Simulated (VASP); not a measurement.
# WSe2 in VASP: single point with PBEsol

Aim: the single point of WSe2 with PBEsol.

Everything below comes from runs of VASP 6.6.1. Logs are shortened: lines on timing, memory, paths and dates and some standing lists are left out, and cuts for length are marked.

## (1) The cell of the first run

The cell holds a slab with vacuum, 9 atoms: a = 3.271 Å, b = 3.271 Å, c = 29.185 Å, α = 90.00°, β = 90.00°, γ = 120.00°.

## (2) Single point, PBEsol

The input, INCAR:

```
SYSTEM = WSe2
PREC = Accurate
ENCUT = 520
EDIFF = 1E-6
ISMEAR = 0
SIGMA = 0.05
LREAL = .FALSE.
LASPH = .TRUE.
NELM = 60
ALGO = Normal
ISIF = 2
LWAVE = .FALSE.
LCHARG = .FALSE.
GGA = PS
NBANDS = 49
```

The input, KPOINTS:

```
regular mesh
0
G
  12 12 1
  0 0 0
```

The input, POSCAR:

```
WSe2
1.0
    3.2709028599      0.0000000000      0.0000000000
   -1.6354514299      2.8326849700      0.0000000000
    0.0000000000      0.0000000000     29.1847504091
W Se
3 6
Direct
    0.6732704758      0.3465409516     -0.0011365612
    0.3399371425      0.6798742849      0.7723275964
    0.3399371425      0.6798742849      0.2253992812
    0.3333333333      0.6666666667      0.0573689705
    0.6666666667      0.3333333333      0.8308403050
    0.6666666667      0.3333333333      0.2838341585
    0.3333333333      0.6666666667      0.9426310295
    0.6666666667      0.3333333333      0.7161658415
    0.6666666667      0.3333333333      0.1691596950
```

Potentials or basis: VASP PAW PBE potentials, release 64 (W_sv, Se).

The run is started by

```bash
$ cat potpaw_PBE.64/W_sv/POTCAR potpaw_PBE.64/Se/POTCAR > POTCAR
$ mpirun -np 1 vasp_std > vasp.out
```

OUTCAR:

```text
SYSTEM = WSe2
   PREC = Accurate
   ENCUT = 520
   EDIFF = 1E-6
   ISMEAR = 0
   LREAL = .FALSE.
   LASPH = .TRUE.
   NELM = 60
   ISIF = 2
   GGA = PS

 ion  position               nearest neighbor table
   1  0.673  0.347  0.999-   7 2.49   7 2.49   7 2.53   4 2.53   4 2.53   4 2.57
   2  0.340  0.680  0.772-   8 2.47   8 2.51   8 2.51   5 2.52   5 2.56   5 2.56
   3  0.340  0.680  0.225-   9 2.47   9 2.52   9 2.52   6 2.52   6 2.56   6 2.56
   4  0.333  0.667  0.057-   1 2.53   1 2.53   1 2.57
   5  0.667  0.333  0.831-   2 2.52   2 2.56   2 2.56
   6  0.667  0.333  0.284-   3 2.52   3 2.56   3 2.56
   7  0.333  0.667  0.943-   1 2.49   1 2.49   1 2.53
   8  0.667  0.333  0.716-   2 2.47   2 2.51   2 2.51
   9  0.667  0.333  0.169-   3 2.47   3 2.52   3 2.52

  LATTYP: Found a hexagonal cell.
 ALAT       =     3.2709028599
 C/A-ratio  =     8.9225365776

  Lattice vectors:

 A1 = (   3.2709028599,   0.0000000000,   0.0000000000)
 A2 = (  -1.6354514299,   2.8326849700,   0.0000000000)
 A3 = (   0.0000000000,   0.0000000000,  29.1847504091)

Analysis of symmetry for initial positions (statically):
=====================================================================
 Subroutine PRICEL returns:
 Original cell was already a primitive cell.

 Routine SETGRP: Setting up the symmetry group for a
 hexagonal supercell.

 Subroutine GETGRP returns: Found  2 space group operations
 (whereof  2 operations were pure point group operations)
 out of a pool of 24 trial point group operations.

The static configuration has the point symmetry C_1h.

Analysis of symmetry for dynamics (positions and initial velocities):
=====================================================================
 Subroutine PRICEL returns:
 Original cell was already a primitive cell.

 Routine SETGRP: Setting up the symmetry group for a
 hexagonal supercell.

 Subroutine GETGRP returns: Found  2 space group operations
 (whereof  2 operations were pure point group operations)
 out of a pool of 24 trial point group operations.

The dynamic configuration has the point symmetry C_1h.

 Subroutine INISYM returns: Found  2 space group operations
 (whereof  2 operations are pure point group operations),
 and found     1 'primitive' translations

----------------------------------------------------------------------------------------

                                     Primitive cell

  volume of cell :     270.4095

  direct lattice vectors                    reciprocal lattice vectors
     3.270902860  0.000000000  0.000000000     0.305725985  0.176510980  0.000000000
    -1.635451430  2.832684970  0.000000000     0.000000000  0.353021960  0.000000000
     0.000000000  0.000000000 29.184750409     0.000000000  0.000000000  0.034264470

  length of vectors
     3.270902860  3.270902860 29.184750409     0.353021960  0.353021960  0.034264470

  position of ions in fractional coordinates (direct lattice)
     0.673270476  0.346540952  0.998863439
     0.339937142  0.679874285  0.772327596
     0.339937142  0.679874285  0.225399281
     0.333333333  0.666666667  0.057368971
     0.666666667  0.333333333  0.830840305
     0.666666667  0.333333333  0.283834158
     0.333333333  0.666666667  0.942631029
     0.666666667  0.333333333  0.716165842
     0.666666667  0.333333333  0.169159695

  ion indices of the primitive-cell ions
   primitive index   ion index
                 1           1
                 2           2
                 3           3
                 4           4
                 5           5
                 6           6
                 7           7
                 8           8
                 9           9

----------------------------------------------------------------------------------------

 KPOINTS: regular mesh

Automatic generation of k-mesh.
 Grid dimensions read from file:
 generate k-points for:   12   12    1

 Generating k-lattice:

  Cartesian coordinates                     Fractional coordinates (reciprocal lattice)
     0.025477165  0.014709248  0.000000000     0.083333333  0.000000000  0.000000000
     0.000000000  0.029418497  0.000000000     0.000000000  0.083333333  0.000000000
     0.000000000  0.000000000  0.034264470     0.000000000  0.000000000  1.000000000

  Length of vectors
     0.029418497  0.029418497  0.034264470

  Shift w.r.t. Gamma in fractional coordinates (k-lattice)
     0.000000000  0.000000000  0.000000000

 Subroutine IBZKPT returns following result:
 ===========================================

 Found     43 irreducible k-points:

 Following reciprocal coordinates:
            Coordinates               Weight
  0.000000  0.000000  0.000000      1.000000
  0.083333  0.000000  0.000000      4.000000
  0.000000  0.083333  0.000000      2.000000
  0.166667  0.000000  0.000000      4.000000
  0.000000  0.166667  0.000000      2.000000
  0.250000  0.000000  0.000000      4.000000
[... 16 lines left out ...]
 -0.083333  0.416667  0.000000      4.000000
 -0.416667  0.333333  0.000000      4.000000
 [... further k-points ...]
   k-points           NKPTS =     43   k-points in BZ     NKDIM =     43   number of bands    NBANDS=     49
   number of dos      NEDOS =    301   number of ions     NIONS =      9
   total plane-waves  NPLWV = 129024
   dimension x,y,z NGX =    24 NGY =   24 NGZ =  224
   dimension x,y,z NGXF=    48 NGYF=   48 NGZF=  448
   ions per type =               3   6
   NGX,Y,Z   is equivalent  to a cutoff of  12.20, 12.20, 12.76 a.u.
   NGXF,Y,Z  is equivalent  to a cutoff of  24.40, 24.40, 25.52 a.u.
 SYSTEM =  WSe2
   PREC   = accura    normal or accurate (medium, high low for compatibility)
   ISTART =      0    job   : 0-new  1-cont  2-samecut
   ICHARG =      2    charge: 1-file 2-atom 10-const
   ISPIN  =      1    spin polarized calculation?
   LNONCOLLINEAR =      F non collinear calculations
   LSORBIT =      F    spin-orbit coupling
   LASPH  =      T    aspherical Exc in radial PAW
   ENCUT  =  520.0 eV  38.22 Ry    6.18 a.u.   6.08  6.08 54.26*2*pi/ulx,y,z
   NELM   =     60;   NELMIN=  2; NELMDL= -5     # of ELM steps
   EDIFF  = 0.1E-05   stopping-criterion for ELM
   LREAL  =      F    real-space projection
   EDIFFG = 0.1E-04   stopping-criterion for IOM
   NSW    =      0    number of steps for IOM
   IBRION =     -1    ionic relax: 0-MD 1-quasi-New 2-CG
   NFREE  =      0    steps in history (QN), initial steepest desc. (CG)
   ISIF   =      2    stress and relaxation
   ISYM   =      2    0-nonsym 1-usesym 2-fastsym
   POTIM  = 0.5000    time-step for ionic-motion
   TEBEG  =    0.0;   TEEND  =   0.0 temperature during run
   PSTRESS=    0.0 pullay stress
   NELECT =      78.0000    total number of electrons
   NUPDOWN=      -1.0000    fix difference up-down
   EMIN   =  10.00;   EMAX   =-10.00  energy-range for DOS
   EFERMI =   0.00;   METHOD = LEGACY
   ISMEAR =     0;   SIGMA  =   0.05  broadening in eV -4-tet -1-fermi 0-gaus
   EFERMI_NEDOS =   21; number of points for ismear=-14 and -15
   IALGO  =     38    algorithm
   IMIX   =      4    mixing-type and parameters
     AMIX     =   0.40;   BMIX     =  1.00
     AMIX_MAG =   1.60;   BMIX_MAG =  1.00
  volume/ion in A,a.u.               =      30.05       202.76
  Fermi-wavevector in a.u.,A,eV,Ry     =   1.081681  2.044080 15.919266  1.170033
  Thomas-Fermi vector in A             =   2.217703
   LORBIT       =      0    0 simple, 1 ext, 2 COOP (PROOUT), +10 PAW based schemes
   GGA     = PS    functional components
   LHFCALC =     F    Hartree Fock is set to
   AEXX    =    0.0000 exact exchange contribution
   IVDW    =     0    specifies the selected vdW correction
   LEPSILON=     F    determine dielectric tensor
   LRPA    =     F    only Hartree local field effects (RPA)
 non-spin polarized calculation
 Gauss-broadening in eV      SIGMA  =   0.05
  energy-cutoff  :      520.00
  volume of cell :      270.41
 maximum number of plane-waves:      7344
   NGX = 13   NGY = 13   NGZ =109

 number of electron      77.9999995 magnetization

 Free energy of the ion-electron system (eV)
  ---------------------------------------------------
  ext. energy  EPLUGINS =         0.00000000
  ---------------------------------------------------
  free energy    TOTEN  =       -69.69796811 eV

  energy without entropy =      -69.69796811  energy(sigma->0) =      -69.69796811

 E-fermi :   2.7149     XC(G=0):  -7.6762

 val. band max:        2.3932657273   @ k =   0.0000   0.0000   0.0000
 cond. band min:       3.6089706070   @ k =  -0.3333   0.1667   0.0000
 fundamental gap:      1.2157048797
 Fermi energy:         2.7148555318

 k-point     1 :       0.0000    0.0000    0.0000
  band No.  band energies     occupation
      1     -71.7515      2.00000
      2     -71.6998      2.00000
      3     -71.6423      2.00000
      4     -36.0188      2.00000
      5     -35.9666      2.00000
      6     -35.9094      2.00000
[... 41 lines left out ...]
     48       5.5497      0.00000
     49       5.6437      0.00000

 k-point     2 :       0.0833    0.0000    0.0000
  band No.  band energies     occupation
      1     -71.7508      2.00000
      2     -71.6991      2.00000
      3     -71.6416      2.00000
      4     -36.0155      2.00000
      5     -35.9633      2.00000
      6     -35.9061      2.00000
[... 41 lines left out ...]
     48       5.3774      0.00000
     49       5.5839      0.00000

 k-point     3 :       0.0000    0.0833    0.0000
  band No.  band energies     occupation
      1     -71.7508      2.00000
      2     -71.6991      2.00000
      3     -71.6415      2.00000
      4     -36.0155      2.00000
      5     -35.9634      2.00000
      6     -35.9061      2.00000
[... 1081 lines left out ...]
     48       6.0239      0.00000
     49       6.3705      0.00000

 k-point    24 :      -0.4167    0.3333    0.0000
  band No.  band energies     occupation
      1     -71.7417      2.00000
      2     -71.6899      2.00000
      3     -71.6324      2.00000
      4     -36.0744      2.00000
      5     -36.0316      2.00000
      6     -35.9764      2.00000
[... 41 lines left out ...]
     48       5.9992      0.00000
     49       6.3545      0.00000

 [... further k-points ...]

------------------------ aborting loop because EDIFF is reached ----------------------------------------

  FORCE on cell =-STRESS in cart. coord.  units (eV):
  Direction    XX          YY          ZZ          XY          YZ          ZX
  --------------------------------------------------------------------------------------
  -------------------------------------------------------------------------------------
  Total        0.3014363      0.8668661      0.8374068      0.0000000     -0.1951565     -0.0000000
  in kB        1.7860115      5.1361855      4.9616391      0.0000000     -1.1563030     -0.0000000
  external PRESSURE =       3.9612787 kB  Pullay stress =       0.0000000 kB

 VOLUME and BASIS-vectors are now :
 -----------------------------------------------------------------------------
  energy-cutoff  :      520.00
  volume of cell :      270.41
      direct lattice vectors                 reciprocal lattice vectors
     3.270902860  0.000000000  0.000000000     0.305725985  0.176510980  0.000000000
    -1.635451430  2.832684970  0.000000000     0.000000000  0.353021960  0.000000000
     0.000000000  0.000000000 29.184750409     0.000000000  0.000000000  0.034264470

 POSITION                                       TOTAL-FORCE (eV/Angst)
 -----------------------------------------------------------------------------------
      1.63545      0.98164     29.15158        -0.000000     -0.700812      0.979043
      0.00000      1.92587     22.54019        -0.000000     -0.721150      0.985668
      0.00000      1.92587      6.57822        -0.000000     -0.720653      0.986783
     -0.00000      1.88846      1.67430         0.000000      0.325251     -0.393053
      1.63545      0.94423     24.24787         0.000000      0.331447     -0.392323
      1.63545      0.94423      8.28363         0.000000      0.334732     -0.399063
     -0.00000      1.88846     27.51045         0.000000      0.375718     -0.586014
      1.63545      0.94423     20.90112         0.000000      0.389535     -0.593349
      1.63545      0.94423      4.93688         0.000000      0.385932     -0.587693
 -----------------------------------------------------------------------------------
    total drift:                               -0.000000      0.000046      0.000010

  FREE ENERGIE OF THE ION-ELECTRON SYSTEM (eV)
  ---------------------------------------------------
  free  energy   TOTEN  =       -69.6979681062 eV

  energy  without entropy=      -69.6979681062  energy(sigma->0) =      -69.69796811
```

Run time: 7 min. Hardware: 1 thread of Intel Xeon 6975P-C (Granite Rapids), shared host; peak memory 0.63 GiB.

Results:

| Item | Value |
| --- | --- |
| Free energy | -69.6980 eV |
| Largest force | 1.222 eV/Å |
| Band gap on the k mesh | 1.22 eV (least direct gap 1.55 eV) |

Forces in eV/Å, atoms in the order of the input:
```
W    0.000 -0.701  0.979
W    0.000 -0.721  0.986
W    0.000 -0.721  0.987
Se   0.000  0.325 -0.393
Se   0.000  0.331 -0.392
Se   0.000  0.335 -0.399
Se   0.000  0.376 -0.586
Se   0.000  0.390 -0.593
Se   0.000  0.386 -0.588
```

Levels at points of the mesh, in eV from the valence-band top:
| k point | band 37 | band 38 | band 39 | band 40 | band 41 | band 42 |
| --- | --- | --- | --- | --- | --- | --- |
| (0.00, 0.00, 0.00) | -0.77 | -0.29 | 0.00 | 2.65 | 2.69 | 2.75 |
| (0.50, 0.00, 0.00) | -1.02 | -0.93 | -0.85 | 2.33 | 2.36 | 2.44 |
| (0.00, 0.50, 0.00) | -1.08 | -0.99 | -0.90 | 2.30 | 2.39 | 2.41 |

Caveat: the cell differs from its parent crystal (all W atoms moved -0.050 Å, as atom 1 towards its neighbour atom 4 (Se) at 2.524 Å); there is no dipole correction, which matters where the two faces differ; the PAW data sets were made with another functional, which shifts forces and pressure a little; spin-orbit coupling is left out, which moves the levels of the heavy elements.
